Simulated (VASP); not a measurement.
# Al2O3 (R-3c) in VASP: further runs

Aim: see how the results for Al2O3 move with the level of theory and the settings. Levels: LDA, PBE, r2SCAN. Tasks: single point.

Everything below comes from runs of VASP 6.6.1. Logs are shortened: lines on timing, memory, paths and dates and some standing lists are left out, and cuts for length are marked.

**Experimental background.**

From “Multi-petahertz electron interference in Cr:Al2O3 solid-state material”, 2018, pmc:5906618, for a bulk crystal of Al2O3: band gap 8.7 eV (optical).

How close the calculation comes is told below.

## (1) The cell of the first run

The structure is trigonal, space group R-3c (No. 167). Conventional cell: a = 4.729 Å, b = 4.729 Å, c = 12.892 Å, α = 90.00°, β = 90.00°, γ = 120.00°. Within 2.4 Å of Al (site symmetry 3) lie 6 O at 1.84 to 1.96 Å. Within 2.4 Å of O (site symmetry 2) lie 4 Al at 1.84 to 1.96 Å.

## (2) Single point, LDA

INCAR reads:

```
PREC = Accurate
ENCUT = 520
EDIFF = 1E-7
ISMEAR = 0
SIGMA = 0.01
LREAL = False
LASPH = True
NELM = 60
ALGO = Normal
ISIF = 2
LWAVE = False
LCHARG = False
NBANDS = 35
```

KPOINTS reads:

```
Automatic mesh
0
Gamma
  5 5 5
```

POSCAR reads:

```
Al2O3
1.0
    2.3645999077      1.3652023932      4.2972238067
   -2.3645999077      1.3652023932      4.2972238067
    0.0000000000     -2.7304047865      4.2972238067
Al O
4 6
Direct
    0.3520243202      0.3520243202      0.3520243202
    0.1479756798      0.1479756798      0.1479756798
    0.6479756798      0.6479756798      0.6479756798
    0.8520243202      0.8520243202      0.8520243202
    0.5558617308      0.9441382692      0.2500000000
    0.2500000000      0.5558617308      0.9441382692
    0.9441382692      0.2500000000      0.5558617308
    0.4441382692      0.0558617308      0.7500000000
    0.7500000000      0.4441382692      0.0558617308
    0.0558617308      0.7500000000      0.4441382692
```

Potentials or basis: VASP PAW LDA potentials, release 64 (Al, O).

Run with:

```sh
$ cat potpaw_LDA.64/Al/POTCAR potpaw_LDA.64/O/POTCAR > POTCAR
$ mpirun -np 1 vasp_std > vasp.out
```

OUTCAR:

```text
PREC = Accurate
   ENCUT = 520
   EDIFF = 1E-7
   ISMEAR = 0
   LREAL = False
   LASPH = True
   NELM = 60
   ISIF = 2

 ion  position               nearest neighbor table
   1  0.352  0.352  0.352-   9 1.84  10 1.84   8 1.84   7 1.96   5 1.96   6 1.96   2 2.63   3 2.77
                             3 2.77   3 2.77   2 3.20   2 3.20   2 3.20
   2  0.148  0.148  0.148-  10 1.84   9 1.84   8 1.84   6 1.96   5 1.96   7 1.96   1 2.63   4 2.77
                             4 2.77   4 2.77   1 3.20   1 3.20   1 3.20
   3  0.648  0.648  0.648-   6 1.84   7 1.84   5 1.84  10 1.96   8 1.96   9 1.96   4 2.63   1 2.77
                             1 2.77   1 2.77   4 3.20   4 3.20   4 3.20
   4  0.852  0.852  0.852-   7 1.84   6 1.84   5 1.84   9 1.96   8 1.96  10 1.96   3 2.63   2 2.77
                             2 2.77   2 2.77   3 3.20   3 3.20   3 3.20
   5  0.556  0.944  0.250-   3 1.84   4 1.84   1 1.96   2 1.96
   6  0.250  0.556  0.944-   3 1.84   4 1.84   2 1.96   1 1.96
   7  0.944  0.250  0.556-   4 1.84   3 1.84   1 1.96   2 1.96
   8  0.444  0.056  0.750-   1 1.84   2 1.84   3 1.96   4 1.96
   9  0.750  0.444  0.056-   1 1.84   2 1.84   4 1.96   3 1.96
  10  0.056  0.750  0.444-   2 1.84   1 1.84   3 1.96   4 1.96

  LATTYP: Found a trigonal (rhomboedric) cell.
 ALAT       =     5.0912908719
 COS(alpha) =     0.5685906900

  Lattice vectors:

 A1 = (   2.3645999077,   1.3652023932,   4.2972238067)
 A2 = (  -2.3645999077,   1.3652023932,   4.2972238067)
 A3 = (   0.0000000000,  -2.7304047865,   4.2972238067)

Analysis of symmetry for initial positions (statically):
=====================================================================
 Subroutine PRICEL returns:
 Original cell was already a primitive cell.

 Routine SETGRP: Setting up the symmetry group for a
 trigonal (rhombohedral) supercell.

 Subroutine GETGRP returns: Found 12 space group operations
 (whereof  6 operations were pure point group operations)
 out of a pool of 12 trial point group operations.

The static configuration has the point symmetry S_6 .
 The point group associated with its full space group is D_3d.

Analysis of symmetry for dynamics (positions and initial velocities):
=====================================================================
 Subroutine PRICEL returns:
 Original cell was already a primitive cell.

 Routine SETGRP: Setting up the symmetry group for a
 trigonal (rhombohedral) supercell.

 Subroutine GETGRP returns: Found 12 space group operations
 (whereof  6 operations were pure point group operations)
 out of a pool of 12 trial point group operations.

The dynamic configuration has the point symmetry S_6 .
 The point group associated with its full space group is D_3d.

 Subroutine INISYM returns: Found 12 space group operations
 (whereof  6 operations are pure point group operations),
 and found     1 'primitive' translations

----------------------------------------------------------------------------------------

                                     Primitive cell

  volume of cell :      83.2327

  direct lattice vectors                    reciprocal lattice vectors
     2.364599908  1.365202393  4.297223807     0.211452262  0.122082021  0.077569461
    -2.364599908  1.365202393  4.297223807    -0.211452262  0.122082021  0.077569461
     0.000000000 -2.730404786  4.297223807     0.000000000 -0.244164041  0.077569461

  length of vectors
     5.091290872  5.091290872  5.091290872     0.256189579  0.256189579  0.256189579

  position of ions in fractional coordinates (direct lattice)
     0.352024320  0.352024320  0.352024320
     0.147975680  0.147975680  0.147975680
     0.647975680  0.647975680  0.647975680
     0.852024320  0.852024320  0.852024320
     0.555861731  0.944138269  0.250000000
     0.250000000  0.555861731  0.944138269
     0.944138269  0.250000000  0.555861731
     0.444138269  0.055861731  0.750000000
     0.750000000  0.444138269  0.055861731
     0.055861731  0.750000000  0.444138269

  ion indices of the primitive-cell ions
   primitive index   ion index
                 1           1
                 2           2
                 3           3
                 4           4
                 5           5
                 6           6
                 7           7
                 8           8
                 9           9
                10          10

----------------------------------------------------------------------------------------

 KPOINTS: Automatic mesh

Automatic generation of k-mesh.
 Grid dimensions read from file:
 generate k-points for:    5    5    5

 Generating k-lattice:

  Cartesian coordinates                     Fractional coordinates (reciprocal lattice)
     0.042290452  0.024416404  0.015513892     0.200000000  0.000000000 -0.000000000
    -0.042290452  0.024416404  0.015513892     0.000000000  0.200000000 -0.000000000
     0.000000000 -0.048832808  0.015513892    -0.000000000 -0.000000000  0.200000000

  Length of vectors
     0.051237916  0.051237916  0.051237916

  Shift w.r.t. Gamma in fractional coordinates (k-lattice)
     0.000000000  0.000000000  0.000000000

 Subroutine IBZKPT returns following result:
 ===========================================

 Found     19 irreducible k-points:

 Following reciprocal coordinates:
            Coordinates               Weight
  0.000000  0.000000  0.000000      1.000000
  0.200000  0.000000  0.000000      6.000000
  0.400000  0.000000 -0.000000      6.000000
  0.200000  0.200000  0.000000      6.000000
  0.400000  0.200000 -0.000000     12.000000
 -0.400000  0.200000  0.000000     12.000000
[... 11 lines left out ...]
  0.400000  0.400000  0.400000      2.000000
 -0.400000  0.400000  0.400000      6.000000
   k-points           NKPTS =     19   k-points in BZ     NKDIM =     19   number of bands    NBANDS=     35
   number of dos      NEDOS =    301   number of ions     NIONS =     10
   total plane-waves  NPLWV =  64000
   dimension x,y,z NGX =    40 NGY =   40 NGZ =   40
   dimension x,y,z NGXF=    80 NGYF=   80 NGZF=   80
   ions per type =               4   6
   NGX,Y,Z   is equivalent  to a cutoff of  13.06, 13.06, 13.06 a.u.
   NGXF,Y,Z  is equivalent  to a cutoff of  26.12, 26.12, 26.12 a.u.
 SYSTEM =  unknown system
   PREC   = accura    normal or accurate (medium, high low for compatibility)
   ISTART =      0    job   : 0-new  1-cont  2-samecut
   ICHARG =      2    charge: 1-file 2-atom 10-const
   ISPIN  =      1    spin polarized calculation?
   LNONCOLLINEAR =      F non collinear calculations
   LSORBIT =      F    spin-orbit coupling
   LASPH  =      T    aspherical Exc in radial PAW
   ENCUT  =  520.0 eV  38.22 Ry    6.18 a.u.   9.47  9.47  9.47*2*pi/ulx,y,z
   NELM   =     60;   NELMIN=  2; NELMDL= -5     # of ELM steps
   EDIFF  = 0.1E-06   stopping-criterion for ELM
   LREAL  =      F    real-space projection
   EDIFFG = 0.1E-05   stopping-criterion for IOM
   NSW    =      0    number of steps for IOM
   IBRION =     -1    ionic relax: 0-MD 1-quasi-New 2-CG
   NFREE  =      0    steps in history (QN), initial steepest desc. (CG)
   ISIF   =      2    stress and relaxation
   ISYM   =      2    0-nonsym 1-usesym 2-fastsym
   POTIM  = 0.5000    time-step for ionic-motion
   TEBEG  =    0.0;   TEEND  =   0.0 temperature during run
   PSTRESS=    0.0 pullay stress
   NELECT =      48.0000    total number of electrons
   NUPDOWN=      -1.0000    fix difference up-down
   EMIN   =  10.00;   EMAX   =-10.00  energy-range for DOS
   EFERMI =   0.00;   METHOD = LEGACY
   ISMEAR =     0;   SIGMA  =   0.01  broadening in eV -4-tet -1-fermi 0-gaus
   EFERMI_NEDOS =   21; number of points for ismear=-14 and -15
   IALGO  =     38    algorithm
   IMIX   =      4    mixing-type and parameters
     AMIX     =   0.40;   BMIX     =  1.00
     AMIX_MAG =   1.60;   BMIX_MAG =  1.00
  volume/ion in A,a.u.               =       8.32        56.17
  Fermi-wavevector in a.u.,A,eV,Ry     =   1.362670  2.575072 25.264233  1.856869
  Thomas-Fermi vector in A             =   2.489139
   LORBIT       =      0    0 simple, 1 ext, 2 COOP (PROOUT), +10 PAW based schemes
   GGA     = CA    functional components
   LHFCALC =     F    Hartree Fock is set to
   AEXX    =    0.0000 exact exchange contribution
   IVDW    =     0    specifies the selected vdW correction
   LEPSILON=     F    determine dielectric tensor
   LRPA    =     F    only Hartree local field effects (RPA)
 non-spin polarized calculation
 Gauss-broadening in eV      SIGMA  =   0.01
  energy-cutoff  :      520.00
  volume of cell :       83.23
 maximum number of plane-waves:      2262
 NGX is ok and might be reduce to    40
   NGX = 19   NGY = 19   NGZ = 19

 number of electron      48.0000010 magnetization

 Free energy of the ion-electron system (eV)
  ---------------------------------------------------
  ext. energy  EPLUGINS =         0.00000000
  ---------------------------------------------------
  free energy    TOTEN  =       -83.10341314 eV

  energy without entropy =      -83.10341314  energy(sigma->0) =      -83.10341314

 E-fermi :   6.1486     XC(G=0): -12.2688

 val. band max:        6.0675067024   @ k =   0.0000   0.0000   0.0000
 cond. band min:      12.5074421856   @ k =   0.0000   0.0000   0.0000
 fundamental gap:      6.4399354832
 Fermi energy:         6.1486114842

 k-point     1 :       0.0000    0.0000    0.0000
  band No.  band energies     occupation
      1     -13.1212      2.00000
      2     -10.6029      2.00000
      3     -10.2970      2.00000
      4     -10.2970      2.00000
      5      -9.9549      2.00000
      6      -9.9549      2.00000
[... 27 lines left out ...]
     34      19.8187      0.00000
     35      20.6510      0.00000
[... 653 lines left out ...]
      5     -10.0339      2.00000
      6      -9.9580      2.00000
[... 27 lines left out ...]
     34      19.1493      0.00000
     35      20.1171      0.00000

------------------------ aborting loop because EDIFF is reached ----------------------------------------

  FORCE on cell =-STRESS in cart. coord.  units (eV):
  Direction    XX          YY          ZZ          XY          YZ          ZX
  --------------------------------------------------------------------------------------
  -------------------------------------------------------------------------------------
  Total        0.4861873      0.4861873      0.3704002      0.0000000     -0.0000000      0.0000000
  in kB        9.3588019      9.3588019      7.1299723      0.0000000     -0.0000000      0.0000000
  external PRESSURE =       8.6158587 kB  Pullay stress =       0.0000000 kB

 VOLUME and BASIS-vectors are now :
 -----------------------------------------------------------------------------
  energy-cutoff  :      520.00
  volume of cell :       83.23
      direct lattice vectors                 reciprocal lattice vectors
     2.364599908  1.365202393  4.297223807     0.211452262  0.122082021  0.077569461
    -2.364599908  1.365202393  4.297223807    -0.211452262  0.122082021  0.077569461
     0.000000000 -2.730404786  4.297223807     0.000000000 -0.244164041  0.077569461

 POSITION                                       TOTAL-FORCE (eV/Angst)
 -----------------------------------------------------------------------------------
      0.00000     -0.00000      4.53818         0.000000      0.000000     -0.011896
      0.00000     -0.00000      1.90765         0.000000     -0.000000      0.011896
      0.00000     -0.00000      8.35349         0.000000     -0.000000      0.011896
      0.00000     -0.00000     10.98402         0.000000      0.000000     -0.011896
     -0.91812      1.36520      7.52014        -0.009079     -0.000000     -0.000000
     -0.72324     -1.47772      7.52014         0.004540     -0.007863     -0.000000
      1.64136      0.11251      7.52014         0.004540      0.007863     -0.000000
      0.91812     -1.36520      5.37153         0.009079     -0.000000     -0.000000
      0.72324      1.47772      5.37153        -0.004540      0.007863     -0.000000
     -1.64136     -0.11251      5.37153        -0.004540     -0.007863     -0.000000
 -----------------------------------------------------------------------------------
    total drift:                               -0.000000      0.000000     -0.000000

  FREE ENERGIE OF THE ION-ELECTRON SYSTEM (eV)
  ---------------------------------------------------
  free  energy   TOTEN  =       -83.1034131364 eV

  energy  without entropy=      -83.1034131364  energy(sigma->0) =      -83.10341314
```

Wall time 1.9 min (1 thread of Intel Xeon 8259CL, shared host); peak memory 0.2 GiB.

What came out:

| Property | Result |
| --- | --- |
| Free energy | -83.1034 eV |
| Pressure | 0.9 GPa |
| Largest force | 0.012 eV/Å |
| Band gap on the k mesh | 6.44 eV |

Forces on the atoms (eV/Å):
```
Al   0.000  0.000 -0.012
Al   0.000  0.000  0.012
Al   0.000  0.000  0.012
Al   0.000  0.000 -0.012
O   -0.009  0.000  0.000
O    0.005 -0.008  0.000
O    0.005  0.008  0.000
O    0.009  0.000  0.000
O   -0.005  0.008  0.000
O   -0.005 -0.008  0.000
```

## (3) Single point, PBE

This run uses another cell than the first one, of 8.76 Å³/atom.

INCAR reads:

```
SYSTEM = Al2O3
  PREC = Accurate
  ENCUT = 520
  EDIFF = 1E-6
  ISMEAR = 0
  SIGMA = 0.01
  LREAL = .False.
  LASPH = .True.
  NELM = 60
  ALGO = Normal
  ISIF = 2
  LWAVE = .False.
  LCHARG = .False.
  GGA = PE
  NBANDS = 35
```

KPOINTS reads:

```
regular mesh
0
Gamma
  5 5 5
  0 0 0
```

POSCAR reads:

```
Al2O3
1.0
    2.4043533283      1.3881540413      4.3745196008
   -2.4043533283      1.3881540413      4.3745196008
    0.0000000000     -2.7763080827      4.3745196008
Al O
4 6
Direct
    0.3521476968      0.3521476968      0.3521476968
    0.1478523032      0.1478523032      0.1478523032
    0.6478523032      0.6478523032      0.6478523032
    0.8521476968      0.8521476968      0.8521476968
    0.5561754309      0.9438245691      0.2500000000
    0.2500000000      0.5561754309      0.9438245691
    0.9438245691      0.2500000000      0.5561754309
    0.4438245691      0.0561754309      0.7500000000
    0.7500000000      0.4438245691      0.0561754309
    0.0561754309      0.7500000000      0.4438245691
```

Potentials or basis: VASP PAW PBE potentials, release 64 (Al, O).

Run with:

```sh
$ cat potpaw_PBE.64/Al/POTCAR potpaw_PBE.64/O/POTCAR > POTCAR
$ mpirun -np 1 vasp_std > vasp.out
```

It took 100 s on 1 thread of Intel Xeon 8259CL, shared host; peak memory 0.24 GiB.

Results (log left out):

| Item | Value |
| --- | --- |
| Free energy | -74.8122 eV |
| Pressure | -0.1 GPa |
| Largest force | 0.004 eV/Å |
| Band gap on the k mesh | 5.85 eV |

Forces on the atoms (eV/Å):
```
Al   0.000  0.000  0.004
Al   0.000  0.000 -0.004
Al   0.000  0.000 -0.004
Al   0.000  0.000  0.004
O   -0.001  0.000  0.000
O    0.000  0.000  0.000
O    0.000  0.000  0.000
O    0.001  0.000  0.000
O    0.000  0.000  0.000
O    0.000  0.000  0.000
```

Levels at points of the mesh, in eV from the valence-band top:
```
           k point  band 22  band 23  band 24  band 25  band 26  band 27
(0.00, 0.00, 0.00)    -0.03    -0.03     0.00     5.85     8.90    10.36
```

## (4) Single point, r2SCAN

This run uses another cell than the first one, of 8.50 Å³/atom.

POSCAR reads:

```
Al2O3
1.0
    2.3794095096      1.3737527208      4.3316414365
   -2.3794095096      1.3737527208      4.3316414365
    0.0000000000     -2.7475054417      4.3316414365
Al O
4 6
Direct
    0.3519116388      0.3519116388      0.3519116388
    0.1480883612      0.1480883612      0.1480883612
    0.6480883612      0.6480883612      0.6480883612
    0.8519116388      0.8519116388      0.8519116388
    0.5563668128      0.9436331872      0.2500000000
    0.2500000000      0.5563668128      0.9436331872
    0.9436331872      0.2500000000      0.5563668128
    0.4436331872      0.0563668128      0.7500000000
    0.7500000000      0.4436331872      0.0563668128
    0.0563668128      0.7500000000      0.4436331872
```

INCAR.step1 reads:

```
PREC = Accurate ; ENCUT = 520
ISMEAR = 0 ; SIGMA = 0.01
LREAL = False ; LASPH = True
NELM = 60 ; NBANDS = 35
GGA = PE ; ALGO = Normal
EDIFF = 1E-4 ; LWAVE = True
LCHARG = False
```

INCAR.step2 reads:

```
PREC = Accurate ; ENCUT = 520
EDIFF = 1E-7 ; ISMEAR = 0
SIGMA = 0.01 ; LREAL = False
LASPH = True ; NELM = 60
ALGO = Normal ; ISIF = 2
LWAVE = False ; LCHARG = False
METAGGA = R2SCAN ; LMIXTAU = True
NBANDS = 35 ; ISTART = 1
```

KPOINTS reads:

```
Automatic mesh
0
Gamma
  5 5 5
```

Run with:

```sh
$ cat potpaw_PBE.64/Al/POTCAR potpaw_PBE.64/O/POTCAR > POTCAR
$ cp INCAR.step1 INCAR
$ mpirun -np 1 vasp_std > vasp.out
$ cp INCAR.step2 INCAR
$ mpirun -np 1 vasp_std > vasp.out
```

Wall time 6.3 min (1 thread of Intel Xeon 8259CL, shared host); peak memory 0.27 GiB.

The run converged. Its results:

- Free energy: -96.2697 eV
- Pressure: -0.5 GPa
- Largest force: 0.019 eV/Å
- Band gap on the k mesh: 7.16 eV

Forces on the atoms (eV/Å):
```
Al   0.000  0.000 -0.019
Al   0.000  0.000  0.019
Al   0.000  0.000  0.019
Al   0.000  0.000 -0.019
O   -0.013  0.000  0.000
O    0.006 -0.011  0.000
O    0.006  0.011  0.000
O    0.013  0.000  0.000
O   -0.006  0.011  0.000
O   -0.006 -0.011  0.000
```

Stress tensor (GPa, compression positive):
```
-0.47  0.00  0.00
 0.00 -0.47  0.00
 0.00  0.00 -0.55
```

Levels at points of the mesh, in eV from the valence-band top:
```
           k point  band 22  band 23  band 24  band 25  band 26  band 27
(0.00, 0.00, 0.00)    -0.05    -0.05     0.00     7.16    10.12    11.95
```

Caveat: the PAW data sets were made with another functional, which shifts forces and pressure a little.

## (5) Summary

| level | potentials or basis | cell | gap on the mesh (eV) | pressure (GPa) | largest force (eV/Å) |
| --- | --- | --- | --- | --- | --- |
| LDA | VASP PAW LDA potentials, release 64 (Al, O) | a = 5.091 Å, angles 55.3°, 10 atoms | 6.44 | 0.9 | 0.01 |
| PBE | VASP PAW PBE potentials, release 64 (Al, O) | a = 5.181 Å, angles 55.3°, 10 atoms | 5.85 | -0.1 | - |
| r2SCAN | VASP PAW PBE potentials, release 64 (Al, O) | a = 5.130 Å, angles 55.3°, 10 atoms | 7.16 | -0.5 | 0.02 |

Alike in all rows: task single point; no spin polarisation; k mesh 5 × 5 × 5; cutoff (eV) 520; smearing gaussian 0.01 eV.

Caveats: the PAW data sets were made with another functional, which shifts forces and pressure a little (at least some runs).

Total energies depend on the potentials used, so only differences within one code and one set of settings carry meaning.

## (6) How close it comes

Step 2. Against the measured gap of Al2O3, 8.7 eV (optical; quoted in “Multi-petahertz electron interference in Cr:Al2O3 solid-state material”, 2018, pmc:5906618), the calculated 6.44 eV is off by -2.26 eV. The value is that of LDA, without temperature or zero-point motion. Semilocal functionals fall short of measured gaps as a rule.

Step 3. A measured gap of Al2O3 is 8.7 eV (optical; quoted in “Multi-petahertz electron interference in Cr:Al2O3 solid-state material”, 2018, pmc:5906618); the calculated 5.85 eV misses it by -2.85 eV. The value is that of PBE, without temperature or zero-point motion. Semilocal functionals fall short of measured gaps as a rule.

Step 4. A measured gap of Al2O3 is 8.7 eV (optical; quoted in “Multi-petahertz electron interference in Cr:Al2O3 solid-state material”, 2018, pmc:5906618); the calculated 7.16 eV misses it by -1.54 eV. The value is that of r2SCAN, without temperature or zero-point motion.
